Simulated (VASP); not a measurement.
# BAs (I-4m2) in VASP: single point with PBE

Aim: the single point of BAs with PBE.

All numbers are computed with VASP 6.6.1; they aren't measurements. Logs are shortened: lines on timing, memory, paths and dates and some standing lists are left out, and cuts for length are marked.

## Step 1: The cell of the first run

Symmetry: I-4m2, No. 119, tetragonal system. Conventional cell: a = 3.400 Å, b = 3.400 Å, c = 4.616 Å, α = 90.00°, β = 90.00°, γ = 90.00°. Within 2.7 Å of B (site symmetry -4m2) lie 4 As at 2.05 Å. Within 2.7 Å of As (site symmetry -4m2) lie 4 B at 2.05 Å.

## Step 2: Single point, PBE (strain -0.0400 x Voigt [0, 1, 0, 0, 0, 0])

INCAR reads:

```
PREC = Accurate
ENCUT = 520
EDIFF = 1E-6
ISMEAR = 0
SIGMA = 0.05
LREAL = False
LASPH = True
NELM = 80
ALGO = Normal
ISIF = 2
LWAVE = False
LCHARG = False
GGA = PE
NBANDS = 11
```

KPOINTS reads:

```
regular mesh
0
Gamma
  10 10 10
```

POSCAR reads:

```
BAs
1.0
    0.0000000000      2.3082347147      2.4044111611
    2.4044111611      0.0000000000      2.4044111611
    2.4044111611      2.3082347147      0.0000000000
B As
1 1
Direct
    0.0000000000      0.0000000000      0.0000000000
    0.7500000000      0.7500000000      0.7500000000
```

Potentials or basis: VASP PAW PBE potentials, release 64 (B, As).

On the command line:

```console
> cat potpaw_PBE.64/B/POTCAR potpaw_PBE.64/As/POTCAR > POTCAR
> mpirun -np 1 vasp_std > vasp.out
```

OUTCAR:

```text
PREC = Accurate
   ENCUT = 520
   EDIFF = 1E-6
   ISMEAR = 0
   LREAL = False
   LASPH = True
   NELM = 80
   ISIF = 2
   GGA = PE

 ion  position               nearest neighbor table
   1  0.000  0.000  0.000-   2 2.05   2 2.05   2 2.05   2 2.05
   2  0.750  0.750  0.750-   1 2.05   1 2.05   1 2.05   1 2.05

  LATTYP: Found a body centered tetragonal cell.
 ALAT       =     3.4003508735
 C/A-ratio  =     1.3576450199

  Lattice vectors:

 A1 = (   0.0000000000,  -2.3082347147,   2.4044111611)
 A2 = (   0.0000000000,  -2.3082347147,  -2.4044111611)
 A3 = (   2.4044111611,   2.3082347147,   0.0000000000)

Analysis of symmetry for initial positions (statically):
=====================================================================
 Subroutine PRICEL returns:
 Original cell was already a primitive cell.

 Routine SETGRP: Setting up the symmetry group for a
 body centered tetragonal supercell.

 Subroutine GETGRP returns: Found  8 space group operations
 (whereof  8 operations were pure point group operations)
 out of a pool of 16 trial point group operations.

The static configuration has the point symmetry D_2d.

Analysis of symmetry for dynamics (positions and initial velocities):
=====================================================================
 Subroutine PRICEL returns:
 Original cell was already a primitive cell.

 Routine SETGRP: Setting up the symmetry group for a
 body centered tetragonal supercell.

 Subroutine GETGRP returns: Found  8 space group operations
 (whereof  8 operations were pure point group operations)
 out of a pool of 16 trial point group operations.

The dynamic configuration has the point symmetry D_2d.

 Subroutine INISYM returns: Found  8 space group operations
 (whereof  8 operations are pure point group operations),
 and found     1 'primitive' translations

----------------------------------------------------------------------------------------

                                     Primitive cell

  volume of cell :      26.6887

  direct lattice vectors                    reciprocal lattice vectors
     0.000000000  2.308234715  2.404411161    -0.207951123  0.216615753  0.207951123
     2.404411161  0.000000000  2.404411161     0.207951123 -0.216615753  0.207951123
     2.404411161  2.308234715  0.000000000     0.207951123  0.216615753 -0.207951123

  length of vectors
     3.333037733  3.400350874  3.333037733     0.365252958  0.365252958  0.365252958

  position of ions in fractional coordinates (direct lattice)
     0.000000000  0.000000000  0.000000000
     0.750000000  0.750000000  0.750000000

  ion indices of the primitive-cell ions
   primitive index   ion index
                 1           1
                 2           2

----------------------------------------------------------------------------------------

 KPOINTS: regular mesh

Automatic generation of k-mesh.
 Grid dimensions read from file:
 generate k-points for:   10   10   10

 Generating k-lattice:

  Cartesian coordinates                     Fractional coordinates (reciprocal lattice)
    -0.020795112  0.021661575  0.020795112     0.100000000  0.000000000  0.000000000
     0.020795112 -0.021661575  0.020795112    -0.000000000  0.100000000 -0.000000000
     0.020795112  0.021661575 -0.020795112     0.000000000  0.000000000  0.100000000

  Length of vectors
     0.036525296  0.036525296  0.036525296

  Shift w.r.t. Gamma in fractional coordinates (k-lattice)
     0.000000000  0.000000000  0.000000000

 Subroutine IBZKPT returns following result:
 ===========================================

 Found    102 irreducible k-points:

 Following reciprocal coordinates:
            Coordinates               Weight
  0.000000  0.000000  0.000000      1.000000
  0.100000  0.000000 -0.000000      8.000000
  0.200000  0.000000 -0.000000      8.000000
  0.300000  0.000000  0.000000      8.000000
  0.400000  0.000000  0.000000      8.000000
  0.500000  0.000000 -0.000000      4.000000
[... 16 lines left out ...]
  0.300000  0.300000  0.000000      4.000000
  0.400000  0.300000 -0.000000     16.000000
 [... further k-points ...]
   k-points           NKPTS =    102   k-points in BZ     NKDIM =    102   number of bands    NBANDS=     11
   number of dos      NEDOS =    301   number of ions     NIONS =      2
   total plane-waves  NPLWV =  21952
   dimension x,y,z NGX =    28 NGY =   28 NGZ =   28
   dimension x,y,z NGXF=    56 NGYF=   56 NGZF=   56
   ions per type =               1   1
   NGX,Y,Z   is equivalent  to a cutoff of  13.97, 13.69, 13.97 a.u.
   NGXF,Y,Z  is equivalent  to a cutoff of  27.93, 27.38, 27.93 a.u.
 SYSTEM =  unknown system
   PREC   = accura    normal or accurate (medium, high low for compatibility)
   ISTART =      0    job   : 0-new  1-cont  2-samecut
   ICHARG =      2    charge: 1-file 2-atom 10-const
   ISPIN  =      1    spin polarized calculation?
   LNONCOLLINEAR =      F non collinear calculations
   LSORBIT =      F    spin-orbit coupling
   LASPH  =      T    aspherical Exc in radial PAW
   ENCUT  =  520.0 eV  38.22 Ry    6.18 a.u.   6.20  6.32  6.20*2*pi/ulx,y,z
   NELM   =     80;   NELMIN=  2; NELMDL= -5     # of ELM steps
   EDIFF  = 0.1E-05   stopping-criterion for ELM
   LREAL  =      F    real-space projection
   EDIFFG = 0.1E-04   stopping-criterion for IOM
   NSW    =      0    number of steps for IOM
   IBRION =     -1    ionic relax: 0-MD 1-quasi-New 2-CG
   NFREE  =      0    steps in history (QN), initial steepest desc. (CG)
   ISIF   =      2    stress and relaxation
   ISYM   =      2    0-nonsym 1-usesym 2-fastsym
   POTIM  = 0.5000    time-step for ionic-motion
   TEBEG  =    0.0;   TEEND  =   0.0 temperature during run
   PSTRESS=    0.0 pullay stress
   NELECT =       8.0000    total number of electrons
   NUPDOWN=      -1.0000    fix difference up-down
   EMIN   =  10.00;   EMAX   =-10.00  energy-range for DOS
   EFERMI =   0.00;   METHOD = LEGACY
   ISMEAR =     0;   SIGMA  =   0.05  broadening in eV -4-tet -1-fermi 0-gaus
   EFERMI_NEDOS =   21; number of points for ismear=-14 and -15
   IALGO  =     38    algorithm
   IMIX   =      4    mixing-type and parameters
     AMIX     =   0.40;   BMIX     =  1.00
     AMIX_MAG =   1.60;   BMIX_MAG =  1.00
  volume/ion in A,a.u.               =      13.34        90.05
  Fermi-wavevector in a.u.,A,eV,Ry     =   1.095626  2.070433 16.332385  1.200396
  Thomas-Fermi vector in A             =   2.231953
   LORBIT       =      0    0 simple, 1 ext, 2 COOP (PROOUT), +10 PAW based schemes
   GGA     = PE    functional components
   LHFCALC =     F    Hartree Fock is set to
   AEXX    =    0.0000 exact exchange contribution
   IVDW    =     0    specifies the selected vdW correction
   LEPSILON=     F    determine dielectric tensor
   LRPA    =     F    only Hartree local field effects (RPA)
 non-spin polarized calculation
 Gauss-broadening in eV      SIGMA  =   0.05
  energy-cutoff  :      520.00
  volume of cell :       26.69
 maximum number of plane-waves:       740
 NGX is ok and might be reduce to    28
   NGX = 13   NGY = 13   NGZ = 13

 number of electron       8.0000001 magnetization

 Free energy of the ion-electron system (eV)
  ---------------------------------------------------
  ext. energy  EPLUGINS =         0.00000000
  ---------------------------------------------------
  free energy    TOTEN  =       -11.37011783 eV

  energy without entropy =      -11.37011783  energy(sigma->0) =      -11.37011783

 E-fermi :   6.8946     XC(G=0): -10.6771

 val. band max:        6.6151527965   @ k =   0.0000   0.0000   0.0000
 cond. band min:       7.1568940299   @ k =   0.4000   0.0000   0.4000
 fundamental gap:      0.5417412335
 Fermi energy:         6.8946130576

 k-point     1 :       0.0000    0.0000    0.0000
  band No.  band energies     occupation
      1      -9.2327      2.00000
      2       6.2328      2.00000
      3       6.2328      2.00000
      4       6.6152      2.00000
      5       9.4964      0.00000
      6       9.7629      0.00000
      7       9.7629      0.00000
      8      11.2966      0.00000
      9      16.0537      0.00000
     10      18.8368      0.00000
     11      19.8531      0.00000

 k-point     2 :       0.1000    0.0000   -0.0000
  band No.  band energies     occupation
      1      -9.0652      2.00000
      2       4.9388      2.00000
      3       5.9135      2.00000
      4       6.2052      2.00000
      5       9.7397      0.00000
      6      10.1129      0.00000
      7      10.1536      0.00000
      8      12.1305      0.00000
      9      16.7114      0.00000
     10      17.8863      0.00000
     11      18.5731      0.00000

 k-point     3 :       0.2000    0.0000   -0.0000
  band No.  band energies     occupation
      1      -8.5707      2.00000
      2       2.5534      2.00000
      3       5.2972      2.00000
      4       5.6368      2.00000
      5       9.6097      0.00000
      6      10.8165      0.00000
      7      10.8271      0.00000
      8      13.7158      0.00000
      9      17.3410      0.00000
     10      17.4386      0.00000
     11      18.0852      0.00000

 k-point     4 :       0.3000    0.0000    0.0000
  band No.  band energies     occupation
      1      -7.7847      2.00000
      2       0.2236      2.00000
      3       4.7452      2.00000
      4       5.1517      2.00000
      5       9.3397      0.00000
      6      11.1052      0.00000
      7      11.3379      0.00000
      8      14.9345      0.00000
      9      17.5860      0.00000
     10      18.0312      0.00000
     11      18.3686      0.00000

 k-point     5 :       0.4000    0.0000    0.0000
  band No.  band energies     occupation
      1      -6.8391      2.00000
      2      -1.6931      2.00000
      3       4.3878      2.00000
      4       4.8453      2.00000
      5       9.1477      0.00000
      6      11.0507      0.00000
      7      11.4517      0.00000
      8      15.2969      0.00000
      9      18.4589      0.00000
     10      19.6159      0.00000
     11      19.7662      0.00000
[... 211 lines left out ...]
 k-point    21 :      -0.3000    0.2000    0.0000
  band No.  band energies     occupation
      1      -6.6018      2.00000
      2      -0.8305      2.00000
      3       1.5471      2.00000
      4       4.4942      2.00000
      5      10.1011      0.00000
      6      12.1356      0.00000
      7      12.7866      0.00000
      8      14.5263      0.00000
      9      17.2014      0.00000
     10      18.7732      0.00000
     11      21.7774      0.00000

 k-point    22 :      -0.2000    0.2000    0.0000
  band No.  band energies     occupation
      1      -7.4962      2.00000
      2       0.7810      2.00000
      3       2.1098      2.00000
      4       5.1609      2.00000
      5      10.4963      0.00000
      6      11.4032      0.00000
      7      12.4449      0.00000
      8      13.4574      0.00000
      9      16.4073      0.00000
     10      19.1785      0.00000
     11      20.7913      0.00000

 k-point    23 :       0.3000    0.3000    0.0000
  band No.  band energies     occupation
      1      -7.3262      2.00000
      2       0.9792      2.00000
      3       3.1628      2.00000
      4       3.2751      2.00000
      5       7.9209      0.00000
      6      10.0810      0.00000
      7      14.4773      0.00000
      8      15.3725      0.00000
      9      17.3430      0.00000
     10      21.3168      0.00000
     11      21.9277      0.00000

 k-point    24 :       0.4000    0.3000   -0.0000
  band No.  band energies     occupation
      1      -6.5935      2.00000
      2      -0.2535      2.00000
      3       2.3589      2.00000
      4       2.9304      2.00000
      5       8.2282      0.00000
      6       9.8850      0.00000
      7      14.9475      0.00000
      8      15.9182      0.00000
      9      18.4157      0.00000
     10      22.0446      0.00000
     11      22.6821      0.00000

 [... further k-points ...]
[... 5 lines left out ...]
  --------------------------------------------------------------------------------------
  -------------------------------------------------------------------------------------
  Total        0.6512395      1.9869106      0.6512395      0.0000000      0.0000000      0.0000000
  in kB       39.0952400    119.2783106     39.0952400      0.0000000      0.0000000      0.0000000
  external PRESSURE =      65.8229302 kB  Pullay stress =       0.0000000 kB

 VOLUME and BASIS-vectors are now :
 -----------------------------------------------------------------------------
  energy-cutoff  :      520.00
  volume of cell :       26.69
      direct lattice vectors                 reciprocal lattice vectors
     0.000000000  2.308234715  2.404411161    -0.207951123  0.216615753  0.207951123
     2.404411161  0.000000000  2.404411161     0.207951123 -0.216615753  0.207951123
     2.404411161  2.308234715  0.000000000     0.207951123  0.216615753 -0.207951123

 POSITION                                       TOTAL-FORCE (eV/Angst)
 -----------------------------------------------------------------------------------
      0.00000      0.00000      0.00000        -0.000000      0.000000      0.000000
      3.60662      3.46235      3.60662         0.000000      0.000000     -0.000000
 -----------------------------------------------------------------------------------
    total drift:                                0.000000      0.000000      0.000000

  FREE ENERGIE OF THE ION-ELECTRON SYSTEM (eV)
  ---------------------------------------------------
  free  energy   TOTEN  =       -11.3701178318 eV

  energy  without entropy=      -11.3701178318  energy(sigma->0) =      -11.37011783
```

It took 18 s on 1 thread of Intel Xeon Platinum 8559C (Emerald Rapids), shared host; peak memory 0.18 GiB.

What came out:

```
Free energy            : -11.3701 eV
Pressure               : 6.6 GPa
Band gap on the k mesh : 0.54 eV, indirect (least direct gap 2.88 eV)
```

Caveat: the cell differs from its parent crystal (strain -0.0400 x Voigt [0, 1, 0, 0, 0, 0]).
